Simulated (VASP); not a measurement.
# Ga3I (Pm-3m) in VASP: notebook, part 2 of 2

VASP 6.6.1. The steps go on from the part before.

### 3 Single point, PBE

This run uses another cell than the first one, of 26.33 Å³/atom, 1.131 times its volume.

Contents of INCAR:

```
ALGO = Normal
EDIFF = 1E-7
ENCUT = 520
GGA = PE
ISIF = 2
ISMEAR = 0
LASPH = True
LCHARG = True
LELF = True
LREAL = False
LVHAR = True
LWAVE = False
NBANDS = 31
NELM = 100
PREC = Accurate
SIGMA = 0.1
```

Contents of KPOINTS:

```
k-points
0
Gamma
  4 4 4
```

Contents of POSCAR:

```
Ga3I
1.0
    4.7222264833      0.0000000000      0.0000000000
    0.0000000000      4.7222264833      0.0000000000
    0.0000000000      0.0000000000      4.7222264833
Ga I
3 1
Direct
    0.0000000000      0.5000000000      0.5000000000
    0.5000000000      0.0000000000      0.5000000000
    0.5000000000      0.5000000000      0.0000000000
    0.0000000000      0.0000000000      0.0000000000
```

Potentials or basis: VASP PAW PBE potentials, release 64 (Ga_d, I).

Run with:

```bash
> cat potpaw_PBE.64/Ga_d/POTCAR potpaw_PBE.64/I/POTCAR > POTCAR
> mpirun -np 1 vasp_std > vasp.out
```

OUTCAR:

```text
EDIFF = 1E-7
   ENCUT = 520
   GGA = PE
   ISIF = 2
   ISMEAR = 0
   LASPH = True
   LREAL = False
   NELM = 100
   PREC = Accurate

 ion  position               nearest neighbor table
   1  0.000  0.500  0.500-
   2  0.500  0.000  0.500-
   3  0.500  0.500  0.000-
   4  0.000  0.000  0.000-

  LATTYP: Found a simple cubic cell.
 ALAT       =     4.7222264833

  Lattice vectors:

 A1 = (   4.7222264833,   0.0000000000,   0.0000000000)
 A2 = (   0.0000000000,   4.7222264833,   0.0000000000)
 A3 = (   0.0000000000,   0.0000000000,   4.7222264833)

Analysis of symmetry for initial positions (statically):
=====================================================================
 Subroutine PRICEL returns:
 Original cell was already a primitive cell.

 Routine SETGRP: Setting up the symmetry group for a
 simple cubic supercell.

 Subroutine GETGRP returns: Found 48 space group operations
 (whereof 48 operations were pure point group operations)
 out of a pool of 48 trial point group operations.

The static configuration has the point symmetry O_h .

Analysis of symmetry for dynamics (positions and initial velocities):
=====================================================================
 Subroutine PRICEL returns:
 Original cell was already a primitive cell.

 Routine SETGRP: Setting up the symmetry group for a
 simple cubic supercell.

 Subroutine GETGRP returns: Found 48 space group operations
 (whereof 48 operations were pure point group operations)
 out of a pool of 48 trial point group operations.

The dynamic configuration has the point symmetry O_h .

 Subroutine INISYM returns: Found 48 space group operations
 (whereof 48 operations are pure point group operations),
 and found     1 'primitive' translations

----------------------------------------------------------------------------------------

                                     Primitive cell

  volume of cell :     105.3029

  direct lattice vectors                    reciprocal lattice vectors
     4.722226483  0.000000000  0.000000000     0.211764515  0.000000000  0.000000000
     0.000000000  4.722226483  0.000000000     0.000000000  0.211764515  0.000000000
     0.000000000  0.000000000  4.722226483     0.000000000  0.000000000  0.211764515

  length of vectors
     4.722226483  4.722226483  4.722226483     0.211764515  0.211764515  0.211764515

  position of ions in fractional coordinates (direct lattice)
     0.000000000  0.500000000  0.500000000
     0.500000000  0.000000000  0.500000000
     0.500000000  0.500000000  0.000000000
     0.000000000  0.000000000  0.000000000

  ion indices of the primitive-cell ions
   primitive index   ion index
                 1           1
                 2           2
                 3           3
                 4           4

----------------------------------------------------------------------------------------

 KPOINTS: k-points

Automatic generation of k-mesh.
 Grid dimensions read from file:
 generate k-points for:    4    4    4

 Generating k-lattice:

  Cartesian coordinates                     Fractional coordinates (reciprocal lattice)
     0.052941129  0.000000000  0.000000000     0.250000000  0.000000000  0.000000000
     0.000000000  0.052941129  0.000000000     0.000000000  0.250000000  0.000000000
     0.000000000  0.000000000  0.052941129     0.000000000  0.000000000  0.250000000

  Length of vectors
     0.052941129  0.052941129  0.052941129

  Shift w.r.t. Gamma in fractional coordinates (k-lattice)
     0.000000000  0.000000000  0.000000000

 Subroutine IBZKPT returns following result:
 ===========================================

 Found     10 irreducible k-points:

 Following reciprocal coordinates:
            Coordinates               Weight
  0.000000  0.000000  0.000000      1.000000
  0.250000  0.000000  0.000000      6.000000
  0.500000  0.000000  0.000000      3.000000
  0.250000  0.250000  0.000000     12.000000
  0.500000  0.250000  0.000000     12.000000
  0.500000  0.500000  0.000000      3.000000
[... 31 lines left out ...]
   TEBEG  =    0.0;   TEEND  =   0.0 temperature during run
   PSTRESS=    0.0 pullay stress
   NELECT =      46.0000    total number of electrons
   NUPDOWN=      -1.0000    fix difference up-down
   EMIN   =  10.00;   EMAX   =-10.00  energy-range for DOS
   EFERMI =   0.00;   METHOD = LEGACY
   ISMEAR =     0;   SIGMA  =   0.10  broadening in eV -4-tet -1-fermi 0-gaus
   EFERMI_NEDOS =   21; number of points for ismear=-14 and -15
   IALGO  =     38    algorithm
   IMIX   =      4    mixing-type and parameters
     AMIX     =   0.40;   BMIX     =  1.00
     AMIX_MAG =   1.60;   BMIX_MAG =  1.00
  volume/ion in A,a.u.               =      26.33       177.65
  Fermi-wavevector in a.u.,A,eV,Ry     =   1.242169  2.347359 20.993564  1.542983
  Thomas-Fermi vector in A             =   2.376535
   LORBIT       =      0    0 simple, 1 ext, 2 COOP (PROOUT), +10 PAW based schemes
   GGA     = PE    functional components
   LHFCALC =     F    Hartree Fock is set to
   AEXX    =    0.0000 exact exchange contribution
   IVDW    =     0    specifies the selected vdW correction
   LEPSILON=     F    determine dielectric tensor
   LRPA    =     F    only Hartree local field effects (RPA)
 non-spin polarized calculation
 Gauss-broadening in eV      SIGMA  =   0.10
  energy-cutoff  :      520.00
  volume of cell :      105.30
 maximum number of plane-waves:      2897
 NGX is ok and might be reduce to    36
   NGX = 17   NGY = 17   NGZ = 17

 number of electron      45.9999969 magnetization

 Free energy of the ion-electron system (eV)
  ---------------------------------------------------
  ext. energy  EPLUGINS =         0.00000000
  ---------------------------------------------------
  free energy    TOTEN  =        -9.57697157 eV

  energy without entropy =       -9.56185067  energy(sigma->0) =       -9.56941112

 E-fermi :   5.1456     XC(G=0):  -9.6777

 val. band max:        4.8962993465   @ k =   0.5000   0.2500   0.0000
 cond. band min:       5.2182732849   @ k =   0.2500   0.0000   0.0000
 fundamental gap:      0.3219739385
 Fermi energy:         5.1456426688

 k-point     1 :       0.0000    0.0000    0.0000
  band No.  band energies     occupation
      1     -10.1778      2.00000
      2     -10.1653      2.00000
      3     -10.1653      2.00000
      4     -10.1605      2.00000
      5     -10.1605      2.00000
      6     -10.1605      2.00000
[... 23 lines left out ...]
     30      10.2741      0.00000
     31      10.4177      0.00000
[... 275 lines left out ...]
      1     -10.2934      2.00000
      2     -10.1495      2.00000
      3     -10.1495      2.00000
      4     -10.1495      2.00000
      5     -10.1128      2.00000
      6     -10.1128      2.00000
[... 23 lines left out ...]
     30      11.9419      0.00000
     31      11.9419      0.00000

------------------------ aborting loop because EDIFF is reached ----------------------------------------

  FORCE on cell =-STRESS in cart. coord.  units (eV):
  Direction    XX          YY          ZZ          XY          YZ          ZX
  --------------------------------------------------------------------------------------
  -------------------------------------------------------------------------------------
  Total        0.0795746      0.0795746      0.0795746     -0.0000000     -0.0000000     -0.0000000
  in kB        1.2107228      1.2107228      1.2107228     -0.0000000     -0.0000000     -0.0000000
  external PRESSURE =       1.2107228 kB  Pullay stress =       0.0000000 kB

 VOLUME and BASIS-vectors are now :
 -----------------------------------------------------------------------------
  energy-cutoff  :      520.00
  volume of cell :      105.30
      direct lattice vectors                 reciprocal lattice vectors
     4.722226483  0.000000000  0.000000000     0.211764515  0.000000000  0.000000000
     0.000000000  4.722226483  0.000000000     0.000000000  0.211764515  0.000000000
     0.000000000  0.000000000  4.722226483     0.000000000  0.000000000  0.211764515

 POSITION                                       TOTAL-FORCE (eV/Angst)
 -----------------------------------------------------------------------------------
      0.00000      2.36111      2.36111         0.000000      0.000000      0.000000
      2.36111      0.00000      2.36111         0.000000      0.000000      0.000000
      2.36111      2.36111      0.00000         0.000000      0.000000      0.000000
      0.00000      0.00000      0.00000         0.000000      0.000000      0.000000
 -----------------------------------------------------------------------------------
    total drift:                                0.000000      0.000000      0.000000

  FREE ENERGIE OF THE ION-ELECTRON SYSTEM (eV)
  ---------------------------------------------------
  free  energy   TOTEN  =        -9.5769715657 eV

  energy  without entropy=       -9.5618506705  energy(sigma->0) =       -9.56941112
```

OSZICAR:

```text
N       E                     dE             d eps       ncg     rms          rms(c)
DAV:   1     0.334119412222E+03    0.33412E+03   -0.21632E+04   634   0.225E+03
DAV:   2     0.363428699805E+02   -0.29778E+03   -0.28708E+03   627   0.522E+02
DAV:   3    -0.755657405698E+01   -0.43899E+02   -0.41545E+02   732   0.142E+02
DAV:   4    -0.959082663874E+01   -0.20343E+01   -0.20203E+01   719   0.303E+01
DAV:   5    -0.965410891166E+01   -0.63282E-01   -0.63256E-01   843   0.547E+00    0.603E+00
DAV:   6    -0.959547444093E+01    0.58634E-01   -0.10489E-01   760   0.231E+00    0.374E+00
DAV:   7    -0.957692684766E+01    0.18548E-01   -0.68677E-02   685   0.162E+00    0.764E-01
DAV:   8    -0.957713502195E+01   -0.20817E-03   -0.12211E-02   718   0.902E-01    0.266E-01
DAV:   9    -0.957705004972E+01    0.84972E-04   -0.70410E-04   848   0.148E-01    0.149E-01
DAV:  10    -0.957697210325E+01    0.77946E-04   -0.22824E-04   729   0.110E-01    0.757E-02
DAV:  11    -0.957697162552E+01    0.47773E-06   -0.28887E-05   758   0.421E-02    0.103E-02
DAV:  12    -0.957697158186E+01    0.43658E-07   -0.49395E-06   802   0.131E-02    0.498E-03
DAV:  13    -0.957697156574E+01    0.16124E-07   -0.41367E-07   723   0.359E-03
   1 F= -.95769716E+01 E0= -.95694111E+01  d E =-.151209E-01
```

Run time: 20 s. Hardware: 1 thread of AMD EPYC 9R45 (Zen 5), shared host; peak memory 0.18 GiB.

What came out:

```yaml
Free_energy: -9.5770 eV
Pressure: 0.1 GPa
Band_gap_on_the_k_mesh: zero (band 23 reaches 5.83 eV, above the bottom of band 24 at 4.47 eV)
```

Levels at points of the mesh, in eV from the Fermi level:
| k point | band 21 | band 22 | band 23 | band 24 | band 25 | band 26 |
| --- | --- | --- | --- | --- | --- | --- |
| (0.00, 0.00, 0.00) | -3.79 | -3.79 | 0.69 | 0.69 | 0.69 | 3.06 |
| (0.50, 0.00, 0.00) | -3.32 | -2.38 | -0.68 | -0.68 | 0.32 | 2.72 |
| (0.50, 0.50, 0.00) | -2.28 | -2.28 | -1.28 | 0.57 | 0.78 | 0.78 |
| (0.50, 0.50, 0.50) | -5.51 | -5.51 | -3.11 | 2.54 | 2.54 | 2.54 |

Caveat: spin-orbit coupling is left out, which moves the levels of the heavy elements.

### 4 Relaxation of cell and atoms, PBE

Contents of INCAR:

```
ALGO     = Normal         # electronic algorithm
EDIFF    = 1E-6           # SCF threshold, eV
EDIFFG   = -0.04          # ionic threshold
ENCUT    = 600            # plane-wave cutoff, eV
GGA      = PE             # functional
IBRION   = 2              # ionic algorithm
ISIF     = 3              # what is computed and relaxed
ISMEAR   = 0              # smearing method
LASPH    = True           # aspherical terms in the spheres
LCHARG   = False          # write CHGCAR
LREAL    = False          # projectors in reciprocal space
LWAVE    = False          # write WAVECAR
NELM     = 60             # most SCF steps
NSW      = 90             # ionic steps
PREC     = Accurate       # precision mode
SIGMA    = 0.1            # smearing width, eV
```

KPOINTS is that of step 3.

Contents of POSCAR:

```
Ga3I
1.0
    4.5317543860      0.0000000000      0.0000000000
    0.0000000000      4.5317543860      0.0000000000
    0.0000000000      0.0000000000      4.5317543860
Ga I
3 1
Direct
    0.0000000000      0.5000000000      0.5000000000
    0.5000000000      0.0000000000      0.5000000000
    0.5000000000      0.5000000000      0.0000000000
    0.0000000000      0.0000000000      0.0000000000
```

Run with:

```bash
> cat potpaw_PBE.64/Ga_d/POTCAR potpaw_PBE.64/I/POTCAR > POTCAR
> mpirun -np 1 vasp_std > vasp.out
```

Run time: 51 s. Hardware: 1 thread of AMD EPYC 9R45 (Zen 5), shared host; peak memory 0.2 GiB.

Results (log left out):

```yaml
Free_energy: -9.5749 eV
Relaxed_volume: 26.45 Å³/atom
Relaxed_cell: a = 4.729 Å, b = 4.729 Å, c = 4.729 Å, α = 90.00°, β = 90.00°, γ = 90.00°
Space_group_after_relaxing_to_0.05_Å: Pm-3m (No. 221)
Energy_gained_by_relaxing: 39.8 meV/atom
Ionic_steps: 4
Pressure_after_relaxing: 0.0 GPa
Band_gap_on_the_k_mesh: zero (band 23 reaches 5.79 eV, above the bottom of band 24 at 4.44 eV)
```

The path:
| step | energy change (eV) | largest force (eV/Å) | pressure (GPa) | volume (Å³) |
| --- | --- | --- | --- | --- |
| 1 | 0.0000 | 0.0000 | 4.52 | 93.07 |
| 2 | -0.1490 | 0.0000 | 1.03 | 102.19 |
| 3 | -0.1583 | 0.0000 | -0.31 | 106.92 |
| 4 | -0.1594 | 0.0000 | -0.02 | 105.78 |

Final structure:
```yaml
crystal:
  lattice:
    - [4.72935, 0.00000, 0.00000]
    - [0.00000, 4.72935, 0.00000]
    - [0.00000, 0.00000, 4.72935]
  atoms:
    - { symbol: Ga, position: [0.00000, 0.50000, 0.50000] }
    - { symbol: Ga, position: [0.50000, 0.00000, 0.50000] }
    - { symbol: Ga, position: [0.50000, 0.50000, 0.00000] }
    - { symbol: I, position: [0.00000, 0.00000, 0.00000] }
```

Levels at points of the mesh, in eV from the Fermi level:
```tsv
k point	band 21	band 22	band 23	band 24	band 25	band 26
(0.00, 0.00, 0.00)	-3.80	-3.80	0.68	0.68	0.68	3.05
(0.50, 0.00, 0.00)	-3.33	-2.38	-0.67	-0.67	0.33	2.70
(0.50, 0.50, 0.00)	-2.29	-2.29	-1.27	0.56	0.78	0.78
(0.50, 0.50, 0.50)	-5.51	-5.51	-3.10	2.52	2.52	2.52
```

Caveat: spin-orbit coupling is left out, which moves the levels of the heavy elements.

### 5 Single point, PBE

This run uses another cell than the first one, of 26.71 Å³/atom, 1.148 times its volume.

Contents of INCAR:

```
ALGO     = Normal         # electronic algorithm
EDIFF    = 1E-6           # SCF threshold, eV
ENCUT    = 520            # plane-wave cutoff, eV
GGA      = PE             # functional
ISIF     = 2              # what is computed and relaxed
ISMEAR   = 0              # smearing method
LASPH    = T              # aspherical terms in the spheres
LCHARG   = T              # write CHGCAR
LELF     = T              # ELF
LREAL    = F              # projectors in reciprocal space
LVHAR    = T            
LWAVE    = F              # write WAVECAR
NBANDS   = 31             # bands
NELM     = 60             # most SCF steps
PREC     = Accurate       # precision mode
SIGMA    = 0.1            # smearing width, eV
```

Contents of KPOINTS:

```
k-points
0
Gamma
  10 10 10
```

Contents of POSCAR:

```
Ga3I
1.0
    4.7450048181      0.0000000000      0.0000000000
    0.0000000000      4.7450048181      0.0000000000
    0.0000000000      0.0000000000      4.7450048181
Ga I
3 1
Direct
    0.0000000000      0.5000000000      0.5000000000
    0.5000000000      0.0000000000      0.5000000000
    0.5000000000      0.5000000000      0.0000000000
    0.0000000000      0.0000000000      0.0000000000
```

Run with:

```bash
> cat potpaw_PBE.64/Ga_d/POTCAR potpaw_PBE.64/I/POTCAR > POTCAR
> mpirun -np 1 vasp_std > vasp.out
```

It took 76 s on 1 thread of AMD EPYC 9R45 (Zen 5), shared host; peak memory 0.27 GiB.

The run converged. Its results:

* Free energy: -9.6372 eV
* Pressure: 0.0 GPa
* Band gap on the k mesh: zero (band 23 reaches 5.69 eV, above the bottom of band 24 at 4.35 eV)

Levels at points of the mesh, in eV from the Fermi level:
| k point | band 19 | band 20 | band 21 | band 22 | band 23 | band 24 | band 25 | band 26 | band 27 | band 28 |
| --- | --- | --- | --- | --- | --- | --- | --- | --- | --- | --- |
| (0.00, 0.00, 0.00) | -4.50 | -4.50 | -3.65 | -3.65 | 0.84 | 0.84 | 0.84 | 3.20 | 3.20 | 3.20 |
| (0.50, 0.00, 0.00) | -3.96 | -3.96 | -3.21 | -2.18 | -0.49 | -0.49 | 0.53 | 2.81 | 3.01 | 3.01 |
| (0.50, 0.50, 0.00) | -6.15 | -3.56 | -2.11 | -2.11 | -1.09 | 0.68 | 0.96 | 0.96 | 1.47 | 3.88 |
| (0.50, 0.50, 0.50) | -5.42 | -5.34 | -5.34 | -5.34 | -2.93 | 2.67 | 2.67 | 2.67 | 6.48 | 6.48 |

Caveat: spin-orbit coupling is left out, which moves the levels of the heavy elements.

### 6 Relaxation of cell and atoms, PBE

This run uses another cell than the first one, of 26.33 Å³/atom, 1.131 times its volume.

Contents of INCAR:

```
SYSTEM = Ga3I
  ALGO = Normal
  EDIFF = 1E-7
  EDIFFG = -0.01
  ENCUT = 600
  GGA = PE
  IBRION = 2
  ISIF = 3
  ISMEAR = 0
  LASPH = .True.
  LCHARG = .False.
  LREAL = .False.
  LWAVE = .False.
  NELM = 60
  NSW = 100
  PREC = Accurate
  SIGMA = 0.1
```

Contents of KPOINTS:

```
k-points
0
Gamma
  10 10 10
  0 0 0
```

Contents of POSCAR:

```
Ga3I
1.0
    4.7222264833      0.0000000000      0.0000000000
    0.0000000000      4.7222264833      0.0000000000
    0.0000000000      0.0000000000      4.7222264833
Ga I
3 1
Direct
    0.0000000000      0.5000000000      0.5000000000
    0.5000000000      0.0000000000      0.5000000000
    0.5000000000      0.5000000000      0.0000000000
    0.0000000000      0.0000000000      0.0000000000
```

Potentials or basis: VASP PAW PBE potentials, release 64 (Ga_d, I).

Run with:

```bash
> cat potpaw_PBE.64/Ga_d/POTCAR potpaw_PBE.64/I/POTCAR > POTCAR
> mpirun -np 1 vasp_std > vasp.out
```

Run time: 3.5 min. Hardware: 1 thread of AMD EPYC 9R45 (Zen 5), shared host; peak memory 0.34 GiB.

Results (log left out):

| Quantity | Value |
| --- | --- |
| Free energy | -9.6365 eV |
| Relaxed volume | 26.78 Å³/atom |
| Relaxed cell | a = 4.749 Å, b = 4.749 Å, c = 4.749 Å, α = 90.00°, β = 90.00°, γ = 90.00° |
| Space group after relaxing (to 0.05 Å) | Pm-3m (No. 221) |
| Energy gained by relaxing | 0.4 meV/atom |
| Ionic steps | 3 |
| Pressure after relaxing | -0.1 GPa |
| Band gap on the k mesh | zero (band 23 reaches 5.66 eV, above the bottom of band 24 at 4.34 eV) |

Step by step:
```csv
step,energy change (eV),largest force (eV/Å),pressure (GPa),volume (Å³)
1,0.0000,0.0000,0.35,105.30
2,-0.0014,0.0000,0.15,106.18
3,-0.0016,0.0000,-0.05,107.10
```

Final structure:
```
Ga I
1.0
     4.74894    0.00000    0.00000
     0.00000    4.74894    0.00000
     0.00000    0.00000    4.74894
Ga I
3 1
Cartesian
  0.0000 2.3745 2.3745
  2.3745 0.0000 2.3745
  2.3745 2.3745 0.0000
  0.0000 0.0000 0.0000
```

Levels at points of the mesh, in eV from the Fermi level:
| k point | band 20 | band 21 | band 22 | band 23 | band 24 | band 25 | band 26 | band 27 |
| --- | --- | --- | --- | --- | --- | --- | --- | --- |
| (0.00, 0.00, 0.00) | -4.49 | -3.66 | -3.66 | 0.84 | 0.84 | 0.84 | 3.20 | 3.20 |
| (0.50, 0.00, 0.00) | -3.95 | -3.21 | -2.18 | -0.49 | -0.49 | 0.53 | 2.80 | 3.00 |
| (0.50, 0.50, 0.00) | -3.55 | -2.12 | -2.12 | -1.08 | 0.68 | 0.97 | 0.97 | 1.47 |
| (0.50, 0.50, 0.50) | -5.34 | -5.34 | -5.34 | -2.92 | 2.66 | 2.66 | 2.66 | 6.47 |

Caveat: spin-orbit coupling is left out, which moves the levels of the heavy elements.

### 7 The runs side by side

| task | cell | k mesh | cutoff (eV) | gap on the mesh (eV) | pressure (GPa) | relaxed volume (Å³/atom) |
| --- | --- | --- | --- | --- | --- | --- |
| single point | a = 4.532 Å, 4 atoms | 4 × 4 × 4 | 520 | none | 4.6 | - |
| single point | a = 4.722 Å, 4 atoms | 4 × 4 × 4 | 520 | none | 0.1 | - |
| relaxation of cell and atoms | relaxed from a = 4.532 Å, 4 atoms | 4 × 4 × 4 | 600 | none | 0.0 | 26.45 |
| single point | a = 4.745 Å, 4 atoms | 10 × 10 × 10 | 520 | none | 0.0 | - |
| relaxation of cell and atoms | relaxed from a = 4.722 Å, 4 atoms | 10 × 10 × 10 | 600 | none | -0.1 | 26.78 |

Alike in all rows: level PBE; potentials or basis VASP PAW PBE potentials, release 64 (Ga_d, I); no spin polarisation; smearing gaussian 0.1 eV.

Caveats: spin-orbit coupling is left out, which moves the levels of the heavy elements.

Total energies depend on the potentials used, so only differences within one code and one set of settings carry meaning.
